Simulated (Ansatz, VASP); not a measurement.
**Sb in VASP and in Ansatz**

INCAR

```
  PREC = Accurate
  ENCUT = 600
  EDIFF = 1E-7
  ISMEAR = -1
  SIGMA = 0.1
  LREAL = False
  LASPH = True
  NELM = 60
  ALGO = Normal
  ISIF = 3
  LWAVE = False
  LCHARG = False
  IBRION = 2
  NSW = 80
  EDIFFG = -0.01
```

Contents of KPOINTS:

```
regular mesh
0
Gamma
  11 11 11
```

The input POSCAR:

```
Sb
1.0
    0.0000000000      2.3864604735      2.3864604735
    2.3864604735      0.0000000000      2.3864604735
    2.3864604735      2.3864604735      0.0000000000
Sb
1
Direct
    0.0000000000      0.0000000000      0.0000000000
```

Input for Ansatz:

```yaml
crystal:
  lattice:
    - [0.0, 2.3864604735, 2.3864604735]
    - [2.3864604735, 0.0, 2.3864604735]
    - [2.3864604735, 2.3864604735, 0.0]
  atoms:
    - { symbol: Sb, position: [0.0, 0.0, 0.0] }
hamiltonian:
  xc: lda
  pseudopotentials:
    kind: paw
    azcp:
      Sb: "pseudopotentials/Sb.paw.azcp"
basis:
  ecutwfc: 420
  fft_grid_basis: typed
kpoints:
  mp_grid: { grid: [11, 11, 11], shift: [0, 0, 0] }
magnetization:
  spin_polarized: false
scf:
  occupations: { method: fermi_dirac, width: 0.1 }
relax:
  max_steps: 60
  f_tol: 0.01
  cell: {}
```

Alike in both runs: task relaxation of cell and atoms; functional LDA; k mesh 11 × 11 × 11; occupations fermi-dirac, width 0.1 eV; no spin polarisation.

|  | VASP | Ansatz |
| --- | --- | --- |
| version | VASP 6.6.1 | Ansatz 0.2.0 |
| potentials or method | VASP PAW LDA potentials, release 64 (Sb), cutoff 600 eV | plane waves (420 eV) with PAW, scalar-relativistic |
| valence electrons in the cell | 5 | 15 |

```tsv
	VASP	Ansatz	Ansatz less VASP
relaxed volume (Å³/atom)	25.76	25.71	-0.050
relaxed cell length with the largest relative difference (Å)	3.315	3.313	-0.0022
```

Ansatz warns that its potentials were made for another functional, while VASP's fit it. LDA's correlation is that of Perdew and Zunger in VASP and of Perdew and Wang (1992) in Ansatz. VASP's potentials hold 5 valence electrons a cell and Ansatz's 15, so a difference there can come from the potentials and not from the codes.

Neither program's run includes spin-orbit coupling.
